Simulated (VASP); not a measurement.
# LiCl (Fm-3m) in VASP: a series of runs

LiCl is run at these levels: PBE; tasks: single point, relaxation of cell and atoms.

All numbers are computed with VASP 6.6.1; they aren't measurements. Logs are shortened: lines on timing, memory, paths and dates and some standing lists are left out, and cuts for length are marked.

**1. The cell of the first run**

Symmetry: Fm-3m, No. 225, cubic system. The conventional cell has a = 5.251 Å, b = 5.251 Å, c = 5.251 Å, α = 90.00°, β = 90.00°, γ = 90.00°. Li (site symmetry m-3m) has 6 Cl at 2.63 Å within 3.5 Å. Cl (site symmetry m-3m) has 6 Li at 2.63 Å within 3.5 Å.

**2. Single point, PBE (volume scaled by 1.06)**

INCAR

```
SYSTEM = LiCl
PREC = Accurate
ENCUT = 520
EDIFF = 1E-7
ISMEAR = 0
SIGMA = 0.02
LREAL = .False.
LASPH = .True.
NELM = 100
ALGO = Normal
ISIF = 2
LWAVE = .False.
LCHARG = .True.
GGA = PE
LELF = .True.
LVHAR = .True.
NBANDS = 12
```

KPOINTS

```
regular mesh
0
Gamma
  8 8 8
  0 0 0
```

POSCAR

```
LiCl
1.0
    0.0000000000      2.6256415669      2.6256415669
    2.6256415669      0.0000000000      2.6256415669
    2.6256415669      2.6256415669      0.0000000000
Li Cl
1 1
Direct
    0.0000000000      0.0000000000      0.0000000000
    0.5000000000      0.5000000000      0.5000000000
```

Potentials or basis: VASP PAW PBE potentials, release 64 (Li_sv, Cl).

Launch:

```
$ cat potpaw_PBE.64/Li_sv/POTCAR potpaw_PBE.64/Cl/POTCAR > POTCAR
$ mpirun -np 1 vasp_std > vasp.out
```

OUTCAR:

```text
SYSTEM = LiCl
   PREC = Accurate
   ENCUT = 520
   EDIFF = 1E-7
   ISMEAR = 0
   LREAL = .False.
   LASPH = .True.
   NELM = 100
   ISIF = 2
   GGA = PE

 ion  position               nearest neighbor table
   1  0.000  0.000  0.000-   2 2.63   2 2.63   2 2.63   2 2.63   2 2.63   2 2.63
   2  0.500  0.500  0.500-   1 2.63   1 2.63   1 2.63   1 2.63   1 2.63   1 2.63

  LATTYP: Found a face centered cubic cell.
 ALAT       =     5.2512831338

  Lattice vectors:

 A1 = (   0.0000000000,   2.6256415669,   2.6256415669)
 A2 = (   2.6256415669,   0.0000000000,   2.6256415669)
 A3 = (   2.6256415669,   2.6256415669,   0.0000000000)

Analysis of symmetry for initial positions (statically):
=====================================================================
 Subroutine PRICEL returns:
 Original cell was already a primitive cell.

 Routine SETGRP: Setting up the symmetry group for a
 face centered cubic supercell.

 Subroutine GETGRP returns: Found 48 space group operations
 (whereof 48 operations were pure point group operations)
 out of a pool of 48 trial point group operations.

The static configuration has the point symmetry O_h .

Analysis of symmetry for dynamics (positions and initial velocities):
=====================================================================
 Subroutine PRICEL returns:
 Original cell was already a primitive cell.

 Routine SETGRP: Setting up the symmetry group for a
 face centered cubic supercell.

 Subroutine GETGRP returns: Found 48 space group operations
 (whereof 48 operations were pure point group operations)
 out of a pool of 48 trial point group operations.

The dynamic configuration has the point symmetry O_h .

 Subroutine INISYM returns: Found 48 space group operations
 (whereof 48 operations are pure point group operations),
 and found     1 'primitive' translations

----------------------------------------------------------------------------------------

                                     Primitive cell

  volume of cell :      36.2023

  direct lattice vectors                    reciprocal lattice vectors
     0.000000000  2.625641567  2.625641567    -0.190429648  0.190429648  0.190429648
     2.625641567  0.000000000  2.625641567     0.190429648 -0.190429648  0.190429648
     2.625641567  2.625641567  0.000000000     0.190429648  0.190429648 -0.190429648

  length of vectors
     3.713217914  3.713217914  3.713217914     0.329833826  0.329833826  0.329833826

  position of ions in fractional coordinates (direct lattice)
     0.000000000  0.000000000  0.000000000
     0.500000000  0.500000000  0.500000000

  ion indices of the primitive-cell ions
   primitive index   ion index
                 1           1
                 2           2

----------------------------------------------------------------------------------------

 KPOINTS: regular mesh

Automatic generation of k-mesh.
 Grid dimensions read from file:
 generate k-points for:    8    8    8

 Generating k-lattice:

  Cartesian coordinates                     Fractional coordinates (reciprocal lattice)
    -0.023803706  0.023803706  0.023803706     0.125000000  0.000000000  0.000000000
     0.023803706 -0.023803706  0.023803706     0.000000000  0.125000000  0.000000000
     0.023803706  0.023803706 -0.023803706     0.000000000  0.000000000  0.125000000

  Length of vectors
     0.041229228  0.041229228  0.041229228

  Shift w.r.t. Gamma in fractional coordinates (k-lattice)
     0.000000000  0.000000000  0.000000000

 Subroutine IBZKPT returns following result:
 ===========================================

 Found     29 irreducible k-points:

 Following reciprocal coordinates:
            Coordinates               Weight
  0.000000  0.000000  0.000000      1.000000
  0.125000  0.000000  0.000000      8.000000
  0.250000  0.000000  0.000000      8.000000
  0.375000  0.000000  0.000000      8.000000
  0.500000  0.000000  0.000000      4.000000
  0.125000  0.125000  0.000000      6.000000
[... 16 lines left out ...]
  0.500000  0.250000  0.125000     48.000000
 -0.375000  0.250000  0.125000     24.000000
 [... further k-points ...]
   k-points           NKPTS =     29   k-points in BZ     NKDIM =     29   number of bands    NBANDS=     12
   number of dos      NEDOS =    301   number of ions     NIONS =      2
   total plane-waves  NPLWV =  21952
   dimension x,y,z NGX =    28 NGY =   28 NGZ =   28
   dimension x,y,z NGXF=    56 NGYF=   56 NGZF=   56
   ions per type =               1   1
   NGX,Y,Z   is equivalent  to a cutoff of  12.54, 12.54, 12.54 a.u.
   NGXF,Y,Z  is equivalent  to a cutoff of  25.07, 25.07, 25.07 a.u.
 SYSTEM =  LiCl
   PREC   = accura    normal or accurate (medium, high low for compatibility)
   ISTART =      0    job   : 0-new  1-cont  2-samecut
   ICHARG =      2    charge: 1-file 2-atom 10-const
   ISPIN  =      1    spin polarized calculation?
   LNONCOLLINEAR =      F non collinear calculations
   LSORBIT =      F    spin-orbit coupling
   LASPH  =      T    aspherical Exc in radial PAW
   ENCUT  =  520.0 eV  38.22 Ry    6.18 a.u.   6.90  6.90  6.90*2*pi/ulx,y,z
   NELM   =    100;   NELMIN=  2; NELMDL= -5     # of ELM steps
   EDIFF  = 0.1E-06   stopping-criterion for ELM
   LREAL  =      F    real-space projection
   EDIFFG = 0.1E-05   stopping-criterion for IOM
   NSW    =      0    number of steps for IOM
   IBRION =     -1    ionic relax: 0-MD 1-quasi-New 2-CG
   NFREE  =      0    steps in history (QN), initial steepest desc. (CG)
   ISIF   =      2    stress and relaxation
   ISYM   =      2    0-nonsym 1-usesym 2-fastsym
   POTIM  = 0.5000    time-step for ionic-motion
   TEBEG  =    0.0;   TEEND  =   0.0 temperature during run
   PSTRESS=    0.0 pullay stress
   NELECT =      10.0000    total number of electrons
   NUPDOWN=      -1.0000    fix difference up-down
   EMIN   =  10.00;   EMAX   =-10.00  energy-range for DOS
   EFERMI =   0.00;   METHOD = LEGACY
   ISMEAR =     0;   SIGMA  =   0.02  broadening in eV -4-tet -1-fermi 0-gaus
   EFERMI_NEDOS =   21; number of points for ismear=-14 and -15
   IALGO  =     38    algorithm
   IMIX   =      4    mixing-type and parameters
     AMIX     =   0.40;   BMIX     =  1.00
     AMIX_MAG =   1.60;   BMIX_MAG =  1.00
  volume/ion in A,a.u.               =      18.10       122.15
  Fermi-wavevector in a.u.,A,eV,Ry     =   1.066177  2.014783 15.466203  1.136734
  Thomas-Fermi vector in A             =   2.201753
   LORBIT       =      0    0 simple, 1 ext, 2 COOP (PROOUT), +10 PAW based schemes
   GGA     = PE    functional components
   LHFCALC =     F    Hartree Fock is set to
   AEXX    =    0.0000 exact exchange contribution
   IVDW    =     0    specifies the selected vdW correction
   LEPSILON=     F    determine dielectric tensor
   LRPA    =     F    only Hartree local field effects (RPA)
 non-spin polarized calculation
 Gauss-broadening in eV      SIGMA  =   0.02
  energy-cutoff  :      520.00
  volume of cell :       36.20
 maximum number of plane-waves:       992
   NGX = 13   NGY = 13   NGZ = 13

 number of electron      10.0000005 magnetization

 Free energy of the ion-electron system (eV)
  ---------------------------------------------------
  ext. energy  EPLUGINS =         0.00000000
  ---------------------------------------------------
  free energy    TOTEN  =        -7.37505697 eV

  energy without entropy =       -7.37505697  energy(sigma->0) =       -7.37505697

 E-fermi :   0.1790     XC(G=0):  -8.4306

 val. band max:        0.0752710541   @ k =   0.0000   0.0000   0.0000
 cond. band min:       6.0323897062   @ k =   0.0000   0.0000   0.0000
 fundamental gap:      5.9571186521
 Fermi energy:         0.1789797066

 k-point     1 :       0.0000    0.0000    0.0000
  band No.  band energies     occupation
      1     -43.5834      2.00000
      2     -13.0892      2.00000
      3       0.0753      2.00000
      4       0.0753      2.00000
      5       0.0753      2.00000
      6       6.0324      0.00000
      7      11.9459      0.00000
      8      11.9459      0.00000
      9      11.9459      0.00000
     10      14.1768      0.00000
     11      14.1768      0.00000
     12      14.1768      0.00000

 k-point     2 :       0.1250    0.0000    0.0000
  band No.  band energies     occupation
      1     -43.5832      2.00000
      2     -13.0245      2.00000
      3      -0.4016      2.00000
      4       0.0392      2.00000
      5       0.0392      2.00000
      6       6.4867      0.00000
      7      11.1264      0.00000
      8      11.7932      0.00000
      9      11.7932      0.00000
     10      12.9936      0.00000
     11      12.9936      0.00000
     12      14.6427      0.00000

 k-point     3 :       0.2500    0.0000    0.0000
  band No.  band energies     occupation
      1     -43.5825      2.00000
      2     -12.8608      2.00000
      3      -1.3549      2.00000
      4      -0.0437      2.00000
      5      -0.0437      2.00000
      6       7.0302      0.00000
      7      10.6642      0.00000
      8      10.6642      0.00000
      9      10.7613      0.00000
     10      13.8463      0.00000
     11      13.8463      0.00000
     12      15.1796      0.00000
[... 286 lines left out ...]
 k-point    23 :       0.5000    0.2500    0.1250
  band No.  band energies     occupation
      1     -43.5816      2.00000
      2     -12.5785      2.00000
      3      -2.0071      2.00000
      4      -0.9912      2.00000
      5      -0.3569      2.00000
      6       8.2654      0.00000
      7       9.3394      0.00000
      8      10.2537      0.00000
      9      11.1088      0.00000
     10      14.1600      0.00000
     11      17.1611      0.00000
     12      17.4767      0.00000

 k-point    24 :      -0.3750    0.2500    0.1250
  band No.  band energies     occupation
      1     -43.5814      2.00000
      2     -12.5136      2.00000
      3      -2.2086      2.00000
      4      -1.0777      2.00000
      5      -0.4357      2.00000
      6       8.1328      0.00000
      7       9.2768      0.00000
      8      10.4546      0.00000
      9      11.3696      0.00000
     10      15.2700      0.00000
     11      15.7440      0.00000
     12      17.8243      0.00000

 [... further k-points ...]
[... 5 lines left out ...]
  --------------------------------------------------------------------------------------
  -------------------------------------------------------------------------------------
  Total       -0.3911684     -0.3911684     -0.3911684      0.0000000      0.0000000      0.0000000
  in kB      -17.3116312    -17.3116312    -17.3116312      0.0000000      0.0000000      0.0000000
  external PRESSURE =     -17.3116312 kB  Pullay stress =       0.0000000 kB

 VOLUME and BASIS-vectors are now :
 -----------------------------------------------------------------------------
  energy-cutoff  :      520.00
  volume of cell :       36.20
      direct lattice vectors                 reciprocal lattice vectors
     0.000000000  2.625641567  2.625641567    -0.190429648  0.190429648  0.190429648
     2.625641567  0.000000000  2.625641567     0.190429648 -0.190429648  0.190429648
     2.625641567  2.625641567  0.000000000     0.190429648  0.190429648 -0.190429648

 POSITION                                       TOTAL-FORCE (eV/Angst)
 -----------------------------------------------------------------------------------
      0.00000      0.00000      0.00000         0.000000      0.000000     -0.000000
      2.62564      2.62564      2.62564        -0.000000     -0.000000      0.000000
 -----------------------------------------------------------------------------------
    total drift:                                0.000000      0.000000      0.000000

  FREE ENERGIE OF THE ION-ELECTRON SYSTEM (eV)
  ---------------------------------------------------
  free  energy   TOTEN  =        -7.3750569680 eV

  energy  without entropy=       -7.3750569680  energy(sigma->0) =       -7.37505697
```

Wall time 13 s (1 thread of Intel Xeon 6975P-C, shared host); peak memory 0.15 GiB.

What came out:

| Item | Value |
| --- | --- |
| Free energy | -7.3751 eV |
| Band gap on the k mesh | 5.96 eV, direct |

Caveat: the cutoff is under 1.25 times the usual one of these potentials, so pressure, stress and relaxed cells hold a basis-set (Pulay) error. A k mesh can miss the band edges.

**3. Single point, PBE (volume scaled by 1.10)**

INCAR

```
SYSTEM = LiCl
PREC     = Accurate       ! precision mode
ENCUT    = 520            ! plane-wave cutoff, eV
EDIFF    = 1E-6           ! SCF threshold, eV
ISMEAR   = 0              ! smearing method
SIGMA    = 0.02           ! smearing width, eV
LREAL    = .False.        ! projectors in reciprocal space
LASPH    = .True.         ! aspherical terms in the spheres
NELM     = 60             ! most SCF steps
ALGO     = Normal         ! electronic algorithm
ISIF     = 2              ! what is computed and relaxed
LWAVE    = .False.        ! write WAVECAR
LCHARG   = .True.         ! write CHGCAR
GGA      = PE             ! functional
LELF     = .True.         ! ELF
LVHAR    = .True.       
NBANDS   = 12             ! bands
```

KPOINTS

```
Automatic mesh
0
Gamma
  8 8 8
  0 0 0
```

POSCAR

```
LiCl
1.0
    0.0000000000      2.6582615678      2.6582615678
    2.6582615678      0.0000000000      2.6582615678
    2.6582615678      2.6582615678      0.0000000000
Li Cl
1 1
Direct
    0.0000000000      0.0000000000      0.0000000000
    0.5000000000      0.5000000000      0.5000000000
```

Potentials or basis: VASP PAW PBE potentials, release 64 (Li_sv, Cl).

Launch:

```
$ cat potpaw_PBE.64/Li_sv/POTCAR potpaw_PBE.64/Cl/POTCAR > POTCAR
$ mpirun -np 1 vasp_std > vasp.out
```

OUTCAR:

```text
SYSTEM = LiCl
   PREC = Accurate
   ENCUT = 520
   EDIFF = 1E-6
   ISMEAR = 0
   LREAL = .False.
   LASPH = .True.
   NELM = 60
   ISIF = 2
   GGA = PE

 ion  position               nearest neighbor table
   1  0.000  0.000  0.000-
   2  0.500  0.500  0.500-

  LATTYP: Found a face centered cubic cell.
 ALAT       =     5.3165231356

  Lattice vectors:

 A1 = (   0.0000000000,   2.6582615678,   2.6582615678)
 A2 = (   2.6582615678,   0.0000000000,   2.6582615678)
 A3 = (   2.6582615678,   2.6582615678,   0.0000000000)

[... 537 lines left out ...]
      8      10.1151      0.00000
      9      10.8806      0.00000
     10      14.8433      0.00000
     11      15.2665      0.00000
     12      17.3559      0.00000

 [... further k-points ...]
[... 5 lines left out ...]
  --------------------------------------------------------------------------------------
  -------------------------------------------------------------------------------------
  Total       -0.6003725     -0.6003725     -0.6003725     -0.0000000      0.0000000      0.0000000
  in kB      -25.6040232    -25.6040232    -25.6040232     -0.0000000      0.0000000      0.0000000
  external PRESSURE =     -25.6040232 kB  Pullay stress =       0.0000000 kB

 VOLUME and BASIS-vectors are now :
 -----------------------------------------------------------------------------
  energy-cutoff  :      520.00
  volume of cell :       37.57
      direct lattice vectors                 reciprocal lattice vectors
     0.000000000  2.658261568  2.658261568    -0.188092852  0.188092852  0.188092852
     2.658261568  0.000000000  2.658261568     0.188092852 -0.188092852  0.188092852
     2.658261568  2.658261568  0.000000000     0.188092852  0.188092852 -0.188092852

 POSITION                                       TOTAL-FORCE (eV/Angst)
 -----------------------------------------------------------------------------------
      0.00000      0.00000      0.00000         0.000000     -0.000000     -0.000000
      2.65826      2.65826      2.65826        -0.000000      0.000000      0.000000
 -----------------------------------------------------------------------------------
    total drift:                                0.000000      0.000000      0.000000

  FREE ENERGIE OF THE ION-ELECTRON SYSTEM (eV)
  ---------------------------------------------------
  free  energy   TOTEN  =        -7.3573501880 eV

  energy  without entropy=       -7.3573501880  energy(sigma->0) =       -7.35735019
```

Run time: 9.6 s. Hardware: 1 thread of Intel Xeon 6975P-C, shared host; peak memory 0.15 GiB.

Results:

* Free energy: -7.3574 eV
* Band gap on the k mesh: 5.77 eV, direct

Caveat: the cutoff is under 1.25 times the usual one of these potentials, so pressure, stress and relaxed cells hold a basis-set (Pulay) error. A k mesh can miss the band edges.

(Part 1 of 2 ends here.)
